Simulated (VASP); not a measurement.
Crystal: Sr.

```xyz
1
Lattice="0.0000 3.1020 3.1020 3.1020 0.0000 3.1020 3.1020 3.1020 0.0000" Properties=species:S:1:pos:R:3 pbc="T T T"
Sr    0.0000    0.0000    0.0000
```

Base run:

| Property | Result |
| --- | --- |
| Program | VASP 6.6.1 |
| Functional | PBEsol |
| Potentials or basis | VASP PAW PBE potentials, release 64 (Sr_sv) |
| Cutoff | 520 eV |
| k mesh | 8 × 8 × 8 |
| Occupations | fermi-dirac, width 0.05 eV |
| Spin | no spin polarisation |

Its results: band gap on the k mesh zero (band 5 reaches 1.35 eV, above the bottom of band 6 at 1.22 eV); pressure -1.4 GPa.

Task: The run is repeated on the same cell with these changes: functional from PBEsol to HSE06; k mesh from 8 × 8 × 8 to 4 × 4 × 4. What comes out?

Result: Band gap on the k mesh zero (band 5 reaches 1.55 eV, above the bottom of band 6 at 1.16 eV); pressure -0.4 GPa.

Several settings changed at once, so the effect can't be laid on one alone.

Caveats: some runs use coarse meshes; the PAW data sets were made with another functional, which shifts forces and pressure a little.
